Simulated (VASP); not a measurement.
Runs of VASP 6.6.1 on CdSe. The structure is that of space group P6_3mc (No. 186), or close to it. The cells are those of the table. 

```tsv
cell	gap on the mesh (eV)	pressure (GPa)	largest force (eV/Å)
a = 4.279, b = 4.278, c = 7.020 Å, angles 90.0, 90.0, 120.0°, 4 atoms	(b)	2.5	0.33
a = 4.300, b = 4.300, c = 7.020 Å, angles 90.0, 90.0, 120.0°, 4 atoms	1.19	1.9	0.29
a = 4.343, b = 4.343, c = 7.020 Å, angles 90.0, 90.0, 120.0°, 4 atoms	1.12	0.7	0.21
a = 4.322, b = 4.321, c = 7.020 Å, angles 90.0, 90.0, 120.0°, 4 atoms	1.16	(a)	0.25
a = 4.257, b = 4.257, c = 7.020 Å, angles 90.0, 90.0, 120.0°, 4 atoms	1.22	3.2	0.38
```

Alike in all rows: task single point; level r2SCAN; potentials or basis VASP PAW PBE potentials, release 64 (Cd, Se); no spin polarisation; k mesh 5 × 5 × 3; cutoff (eV) 550; smearing fermi-dirac 0.02 eV.

Problem. Estimate the missing entries.

Solution. (a) 1.2; (b) 1.20.

Caveats: the PAW data sets were made with another functional, which shifts forces and pressure a little; the cell stands under pressure (at least some runs).

A k mesh can miss the band edges, and the runs leave out spin-orbit coupling on Cd, Se.
